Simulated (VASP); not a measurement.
Write the native input for VASP 6.6.1 that does the following.

```
Task                   : relaxation of cell and atoms
Functional             : RPBE
Dispersion             : D3(BJ)
Potentials or basis    : VASP PAW PBE potentials, release 64 (W_sv, S)
Cutoff                 : 600 eV
k mesh                 : 10 × 10 × 2
Occupations            : fermi-dirac, width 0.05 eV
Spin                   : no spin polarisation
Dipole correction      : no
Further INCAR settings : ALGO = Normal; EDIFF = 1e-06; IBRION = 2; EDIFFG = -0.01; NSW = 60; ISIF = 3
```

The structure of WS2 lies in POSCAR:

```
WS2
1.0
    3.1835163552      0.0000000000      0.0000000000
   -1.5917581776      2.7570060369      0.0000000000
    0.0000000000      0.0000000000     16.9505778900
W S
1 2
Direct
    0.0000000000      0.0000000000      0.0000000000
    0.3333333333      0.6666666667      0.0920005100
    0.3333333333      0.6666666667      0.9079994900
```

One way to write it, as run:

INCAR

```
SYSTEM = WS2
ALGO     = Normal         ! electronic algorithm
EDIFF    = 1E-6           ! SCF threshold, eV
EDIFFG   = -0.01          ! ionic threshold
ENCUT    = 600            ! plane-wave cutoff, eV
GGA      = RP             ! functional
IBRION   = 2              ! ionic algorithm
ISIF     = 3              ! what is computed and relaxed
ISMEAR   = -1             ! smearing method
IVDW     = 12             ! dispersion correction
LASPH    = .TRUE.         ! aspherical terms in the spheres
LCHARG   = .FALSE.        ! write CHGCAR
LREAL    = .FALSE.        ! projectors in reciprocal space
LWAVE    = .FALSE.        ! write WAVECAR
NELM     = 60             ! most SCF steps
NSW      = 60             ! ionic steps
PREC     = Accurate       ! precision mode
SIGMA    = 0.05           ! smearing width, eV
```

KPOINTS

```
k-points
0
G
  10 10 2
  0 0 0
```

Potentials or basis: VASP PAW PBE potentials, release 64 (W_sv, S).

Command:

```console
$ cat potpaw_PBE.64/W_sv/POTCAR potpaw_PBE.64/S/POTCAR > POTCAR
$ mpirun -np 1 vasp_std > vasp.out
```

It gave:

The relaxed cell is a = 3.023 Å, b = 3.023 Å, c = 17.188 Å, α = 90.00°, β = 90.00°, γ = 120.00° and the space group after relaxing (to 0.1 Å) is P-6m2 (No. 187). The energy gained by relaxing is 94.6 meV/atom and the ionic steps are 11. The band gap on the k mesh is 2.11 eV (least direct gap 2.83 eV) and the dispersion energy per atom is -2.143 eV.

Caveat: spin-orbit coupling is left out, which moves the levels of the heavy elements.

Wall time 17 min on 1 thread of Intel Xeon 8259CL, on a shared host, peak memory 0.4 GiB.
